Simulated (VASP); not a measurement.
# Si (a cell with a defect) in VASP: single point with PBEsol

Aim: the single point of Si (a cell with a defect) with PBEsol.

Everything below comes from runs of VASP 6.6.1. Logs are shortened: lines on timing, memory, paths and dates and some standing lists are left out, and cuts for length are marked.

### 1 The cell of the first run

The cell holds a defect, 17 atoms: a = 7.679 Å, b = 7.679 Å, c = 7.679 Å, α = 60.00°, β = 60.00°, γ = 60.00°.

### 2 Single point, PBEsol

INCAR reads:

```
SYSTEM = Si
ALGO     = Normal         ! electronic algorithm
EDIFF    = 1E-6           ! SCF threshold, eV
ENCUT    = 520            ! plane-wave cutoff, eV
GGA      = PS             ! functional
ISIF     = 2              ! what is computed and relaxed
ISMEAR   = 0              ! smearing method
LASPH    = .True.         ! aspherical terms in the spheres
LCHARG   = .False.        ! write CHGCAR
LREAL    = Auto         
LWAVE    = .False.        ! write WAVECAR
NBANDS   = 48             ! bands
NELM     = 60             ! most SCF steps
PREC     = Accurate       ! precision mode
SIGMA    = 0.02           ! smearing width, eV
```

KPOINTS reads:

```
k-points
0
Gamma
  2 2 2
  0 0 0
```

POSCAR reads:

```
Si
1.0
    0.0000000000      5.4300000000      5.4300000000
    5.4300000000      0.0000000000      5.4300000000
    5.4300000000      5.4300000000      0.0000000000
Si
17
Direct
   -0.0025471455      0.0179745856     -0.0134707182
    0.1097441989      0.1275751381      0.1351972376
   -0.0267749540      0.0099799263      0.5069270718
    0.1154597606      0.1542301105      0.6142639963
   -0.0024541436      0.4981379374     -0.0134867403
    0.1486513812      0.6494930018      0.0525303867
    0.0218343462      0.5225096685      0.4332026703
    0.1155147330      0.6160839779      0.6142539595
    0.4787092081     -0.0208095764      0.0628349908
    0.6268941068      0.1276232044      0.1351832413
    0.5092613260      0.0100206262      0.5069149171
    0.6051380295      0.1057185083      0.6834133517
    0.5171286372      0.4981855433     -0.0134995396
    0.6269879374      0.6102190608      0.1351665746
    0.5093439227      0.4737632597      0.5069017495
    0.6535149171      0.6161121547      0.6142436464
    0.3109114180      0.8115165746      0.5660600368
```

Potentials or basis: VASP PAW PBE potentials, release 64 (Si).

Command:

```console
$ cat potpaw_PBE.64/Si/POTCAR > POTCAR
$ mpirun -np 1 vasp_std > vasp.out
```

OUTCAR:

```text
SYSTEM = Si
   EDIFF = 1E-6
   ENCUT = 520
   GGA = PS
   ISIF = 2
   ISMEAR = 0
   LASPH = .True.
   LREAL = Auto
   NELM = 60
   PREC = Accurate

 ion  position               nearest neighbor table
   1  0.997  0.018  0.987-  10 2.33   2 2.33   4 2.34   6 2.34
   2  0.110  0.128  0.135-   1 2.33   5 2.33   3 2.33   9 2.34
   3  0.973  0.010  0.507-   2 2.33  12 2.34  17 2.41   4 2.47   8 2.47
   4  0.115  0.154  0.614-   1 2.34   7 2.34  17 2.41  11 2.47   3 2.47
   5  0.998  0.498  0.987-  14 2.33   2 2.33   8 2.34   6 2.34
   6  0.149  0.649  0.053-  13 2.34   5 2.34   1 2.34   7 2.39  17 3.05
   7  0.022  0.523  0.433-   4 2.34   8 2.34  16 2.34   6 2.39
   8  0.116  0.616  0.614-   5 2.34   7 2.34  17 2.40  15 2.47   3 2.47
   9  0.479  0.979  0.063-   2 2.34  10 2.34  14 2.34  12 2.38
  10  0.627  0.128  0.135-   1 2.33  13 2.33  11 2.33   9 2.34
  11  0.509  0.010  0.507-  10 2.33  12 2.34  17 2.41   4 2.47  16 2.47
  12  0.605  0.106  0.683-  15 2.34  11 2.34   3 2.34   9 2.38
  13  0.517  0.498  0.987-  14 2.33  10 2.33  16 2.34   6 2.34
  14  0.627  0.610  0.135-   5 2.33  13 2.33  15 2.33   9 2.34
  15  0.509  0.474  0.507-  14 2.33  12 2.34  17 2.41   8 2.47  16 2.47
  16  0.654  0.616  0.614-  13 2.34   7 2.34  17 2.40  15 2.47  11 2.47
  17  0.311  0.812  0.566-  16 2.40   8 2.40   4 2.41   3 2.41  11 2.41  15 2.41   6 3.05

  LATTYP: Found a face centered cubic cell.
 ALAT       =    10.8600000000

  Lattice vectors:

 A1 = (   0.0000000000,   5.4300000000,   5.4300000000)
 A2 = (   5.4300000000,   0.0000000000,   5.4300000000)
 A3 = (   5.4300000000,   5.4300000000,   0.0000000000)

Analysis of symmetry for initial positions (statically):
=====================================================================
 Subroutine PRICEL returns:
 Original cell was already a primitive cell.

 Routine SETGRP: Setting up the symmetry group for a
 face centered cubic supercell.

 Subroutine GETGRP returns: Found  1 space group operations
 (whereof  1 operations were pure point group operations)
 out of a pool of 48 trial point group operations.

The static configuration has the point symmetry C_1 .

Analysis of symmetry for dynamics (positions and initial velocities):
=====================================================================
 Subroutine PRICEL returns:
 Original cell was already a primitive cell.

 Routine SETGRP: Setting up the symmetry group for a
 face centered cubic supercell.

 Subroutine GETGRP returns: Found  1 space group operations
 (whereof  1 operations were pure point group operations)
 out of a pool of 48 trial point group operations.

The dynamic configuration has the point symmetry C_1 .

 Subroutine INISYM returns: Found  1 space group operations
 (whereof  1 operations are pure point group operations),
 and found     1 'primitive' translations

----------------------------------------------------------------------------------------

                                     Primitive cell

  volume of cell :     320.2060

  direct lattice vectors                    reciprocal lattice vectors
     0.000000000  5.430000000  5.430000000    -0.092081031  0.092081031  0.092081031
     5.430000000  0.000000000  5.430000000     0.092081031 -0.092081031  0.092081031
     5.430000000  5.430000000  0.000000000     0.092081031  0.092081031 -0.092081031

  length of vectors
     7.679179644  7.679179644  7.679179644     0.159489025  0.159489025  0.159489025

  position of ions in fractional coordinates (direct lattice)
     0.997452854  0.017974586  0.986529282
     0.109744199  0.127575138  0.135197238
     0.973225046  0.009979926  0.506927072
     0.115459761  0.154230111  0.614263996
     0.997545856  0.498137937  0.986513260
     0.148651381  0.649493002  0.052530387
[... 9 lines left out ...]
     0.653514917  0.616112155  0.614243646
     0.310911418  0.811516575  0.566060037

  ion indices of the primitive-cell ions
   primitive index   ion index
                 1           1
                 2           2
                 3           3
                 4           4
                 5           5
                 6           6
[... 9 lines left out ...]
                16          16
                17          17

----------------------------------------------------------------------------------------

 KPOINTS: k-points

Automatic generation of k-mesh.
 Grid dimensions read from file:
 generate k-points for:    2    2    2

 Generating k-lattice:

  Cartesian coordinates                     Fractional coordinates (reciprocal lattice)
    -0.046040516  0.046040516  0.046040516     0.500000000  0.000000000  0.000000000
     0.046040516 -0.046040516  0.046040516     0.000000000  0.500000000  0.000000000
     0.046040516  0.046040516 -0.046040516     0.000000000  0.000000000  0.500000000

  Length of vectors
     0.079744512  0.079744512  0.079744512

  Shift w.r.t. Gamma in fractional coordinates (k-lattice)
     0.000000000  0.000000000  0.000000000

 Subroutine IBZKPT returns following result:
 ===========================================

 Found      8 irreducible k-points:

 Following reciprocal coordinates:
            Coordinates               Weight
  0.000000  0.000000  0.000000      1.000000
  0.500000  0.000000  0.000000      1.000000
  0.000000  0.500000  0.000000      1.000000
  0.000000  0.000000  0.500000      1.000000
  0.500000  0.500000  0.500000      1.000000
  0.500000  0.500000  0.000000      1.000000
  0.000000  0.500000  0.500000      1.000000
  0.500000  0.000000  0.500000      1.000000
   k-points           NKPTS =      8   k-points in BZ     NKDIM =      8   number of bands    NBANDS=     48
   number of dos      NEDOS =    301   number of ions     NIONS =     17
   total plane-waves  NPLWV = 216000
   dimension x,y,z NGX =    60 NGY =   60 NGZ =   60
   dimension x,y,z NGXF=   120 NGYF=  120 NGZF=  120
   ions per type =              17
   NGX,Y,Z   is equivalent  to a cutoff of  12.99, 12.99, 12.99 a.u.
   NGXF,Y,Z  is equivalent  to a cutoff of  25.98, 25.98, 25.98 a.u.
 SYSTEM =  Si
   PREC   = accura    normal or accurate (medium, high low for compatibility)
   ISTART =      0    job   : 0-new  1-cont  2-samecut
   ICHARG =      2    charge: 1-file 2-atom 10-const
   ISPIN  =      1    spin polarized calculation?
   LNONCOLLINEAR =      F non collinear calculations
   LSORBIT =      F    spin-orbit coupling
   LASPH  =      T    aspherical Exc in radial PAW
   ENCUT  =  520.0 eV  38.22 Ry    6.18 a.u.  14.28 14.28 14.28*2*pi/ulx,y,z
   NELM   =     60;   NELMIN=  2; NELMDL= -5     # of ELM steps
   EDIFF  = 0.1E-05   stopping-criterion for ELM
   LREAL  =      T    real-space projection
   EDIFFG = 0.1E-04   stopping-criterion for IOM
   NSW    =      0    number of steps for IOM
   IBRION =     -1    ionic relax: 0-MD 1-quasi-New 2-CG
   NFREE  =      0    steps in history (QN), initial steepest desc. (CG)
   ISIF   =      2    stress and relaxation
   ISYM   =      2    0-nonsym 1-usesym 2-fastsym
   POTIM  = 0.5000    time-step for ionic-motion
   TEBEG  =    0.0;   TEEND  =   0.0 temperature during run
   PSTRESS=    0.0 pullay stress
   NELECT =      68.0000    total number of electrons
   NUPDOWN=      -1.0000    fix difference up-down
   EMIN   =  10.00;   EMAX   =-10.00  energy-range for DOS
   EFERMI =   0.00;   METHOD = LEGACY
   ISMEAR =     0;   SIGMA  =   0.02  broadening in eV -4-tet -1-fermi 0-gaus
   EFERMI_NEDOS =   21; number of points for ismear=-14 and -15
   IALGO  =     38    algorithm
   IMIX   =      4    mixing-type and parameters
     AMIX     =   0.40;   BMIX     =  1.00
     AMIX_MAG =   1.60;   BMIX_MAG =  1.00
  volume/ion in A,a.u.               =      18.84       127.11
  Fermi-wavevector in a.u.,A,eV,Ry     =   0.976715  1.845724 12.979587  0.953973
  Thomas-Fermi vector in A             =   2.107356
   LORBIT       =      0    0 simple, 1 ext, 2 COOP (PROOUT), +10 PAW based schemes
   GGA     = PS    functional components
   LHFCALC =     F    Hartree Fock is set to
   AEXX    =    0.0000 exact exchange contribution
   IVDW    =     0    specifies the selected vdW correction
   LEPSILON=     F    determine dielectric tensor
   LRPA    =     F    only Hartree local field effects (RPA)
 non-spin polarized calculation
 Gauss-broadening in eV      SIGMA  =   0.02
  energy-cutoff  :      520.00
  volume of cell :      320.21
 maximum number of plane-waves:      8646
 NGX is ok and might be reduce to    60
   NGX = 29   NGY = 29   NGZ = 29

 number of electron      68.0000000 magnetization

 Free energy of the ion-electron system (eV)
  ---------------------------------------------------
  ext. energy  EPLUGINS =         0.00000000
  ---------------------------------------------------
  free energy    TOTEN  =       -93.62926440 eV

  energy without entropy =      -93.62926010  energy(sigma->0) =      -93.62926225

 E-fermi :   6.5578     XC(G=0):  -9.8260

 val. band max:        6.5067587200   @ k =   0.0000   0.0000   0.5000
 cond. band min:       6.6107907421   @ k =   0.0000   0.0000   0.0000
 fundamental gap:      0.1040320221
 Fermi energy:         6.5577850461

 k-point     1 :       0.0000    0.0000    0.0000
  band No.  band energies     occupation
      1      -6.2750      2.00000
      2      -3.9043      2.00000
      3      -3.6829      2.00000
      4      -3.6826      2.00000
      5      -3.4039      2.00000
      6      -2.5692      2.00000
[... 38 lines left out ...]
     45       8.6123      0.00000
     46       8.7671      0.00000

 k-point     2 :       0.5000    0.0000    0.0000
  band No.  band energies     occupation
      1      -5.7954      2.00000
      2      -5.0561      2.00000
      3      -3.6080      2.00000
      4      -3.4994      2.00000
      5      -3.2394      2.00000
      6      -3.0522      2.00000
[... 286 lines left out ...]
 k-point     8 :       0.5000    0.0000    0.5000
  band No.  band energies     occupation
      1      -5.6661      2.00000
      2      -4.7505      2.00000
      3      -4.1224      2.00000
      4      -3.9357      2.00000
      5      -3.8388      2.00000
      6      -3.6375      2.00000
[... 38 lines left out ...]
     45      10.2454      0.00000
     46      10.3447      0.00000
 [bands above 46 left out]

------------------------ aborting loop because EDIFF is reached ----------------------------------------

  FORCE on cell =-STRESS in cart. coord.  units (eV):
  Direction    XX          YY          ZZ          XY          YZ          ZX
  --------------------------------------------------------------------------------------
  -------------------------------------------------------------------------------------
  Total        5.0287724      5.0455890      5.0375073     -0.7742166      0.7808036      0.7697225
  in kB       25.1618797     25.2460229     25.2055850     -3.8738571      3.9068157      3.8513703
  external PRESSURE =      25.2044959 kB  Pullay stress =       0.0000000 kB

 VOLUME and BASIS-vectors are now :
 -----------------------------------------------------------------------------
  energy-cutoff  :      520.00
  volume of cell :      320.21
      direct lattice vectors                 reciprocal lattice vectors
     0.000000000  5.430000000  5.430000000    -0.092081031  0.092081031  0.092081031
     5.430000000  0.000000000  5.430000000     0.092081031 -0.092081031  0.092081031
     5.430000000  5.430000000  0.000000000     0.092081031  0.092081031 -0.092081031

 POSITION                                       TOTAL-FORCE (eV/Angst)
 -----------------------------------------------------------------------------------
      5.45446     10.77302      5.51377        -0.018507      0.005197     -0.005946
      1.42685      1.33003      1.28864         0.001667     -0.014432     -0.001630
      2.80680      8.03723      5.33880        -0.014801      0.020830      0.012320
      4.17292      3.96240      1.46442         0.034374     -0.021104      0.019990
      8.06166     10.77344      8.12156         0.005359      0.004733      0.017331
      3.81199      1.09242      4.33392        -0.020174     -0.018682      0.019021
[... 9 lines left out ...]
      6.68083      6.88393      6.89407        -0.020940      0.035564      0.022692
      7.48024      4.76195      6.09478         0.001208      0.001696     -0.000556
 -----------------------------------------------------------------------------------
    total drift:                               -0.001610      0.004717      0.002018

  FREE ENERGIE OF THE ION-ELECTRON SYSTEM (eV)
  ---------------------------------------------------
  free  energy   TOTEN  =       -93.6292643965 eV

  energy  without entropy=      -93.6292601050  energy(sigma->0) =      -93.62926225
```

Run time: 3.8 min. Hardware: 1 thread of Intel Xeon Platinum 8375C at 2.90GHz (Ice Lake), shared host; peak memory 0.46 GiB.

What came out:

```yaml
Free_energy: -93.6293 eV
Pressure: 2.5 GPa
Largest_force: 0.051 eV/Å
Band_gap_on_the_k_mesh: 0.10 eV
```

Forces in eV/Å, atoms in the order of the input:
```
Si  -0.019  0.005 -0.006
Si   0.002 -0.014 -0.002
Si  -0.015  0.021  0.012
Si   0.034 -0.021  0.020
Si   0.005  0.005  0.017
Si  -0.020 -0.019  0.019
Si   0.030  0.030 -0.029
Si  -0.020 -0.023 -0.035
Si   0.015  0.013 -0.014
Si   0.002  0.002  0.014
Si  -0.016 -0.011 -0.022
Si   0.005  0.007 -0.006
Si   0.005 -0.018 -0.005
Si  -0.013  0.001 -0.002
Si   0.024 -0.014  0.016
Si  -0.021  0.036  0.023
Si   0.001  0.002 -0.001
```

Levels at points of the mesh, in eV from the valence-band top:
| k point | band 32 | band 33 | band 34 | band 35 | band 36 | band 37 |
| --- | --- | --- | --- | --- | --- | --- |
| (0.00, 0.00, 0.00) | -0.49 | -0.49 | -0.29 | 0.10 | 0.11 | 0.43 |
| (0.50, 0.00, 0.00) | -1.14 | -0.65 | -0.16 | 0.43 | 0.76 | 1.07 |
| (0.00, 0.50, 0.00) | -1.14 | -0.65 | -0.16 | 0.43 | 0.76 | 1.07 |
| (0.00, 0.00, 0.50) | -1.04 | -1.04 | 0.00 | 0.53 | 0.53 | 1.38 |
| (0.50, 0.50, 0.50) | -1.14 | -0.65 | -0.16 | 0.43 | 0.76 | 1.07 |
| (0.50, 0.50, 0.00) | -1.48 | -0.26 | -0.11 | 0.62 | 1.61 | 1.62 |
| (0.00, 0.50, 0.50) | -1.48 | -0.26 | -0.11 | 0.62 | 1.61 | 1.63 |
| (0.50, 0.00, 0.50) | -1.48 | -0.26 | -0.11 | 0.62 | 1.61 | 1.62 |

Caveat: the k points lie up to 0.50 Å⁻¹ apart; the PAW data sets were made with another functional, which shifts forces and pressure a little.
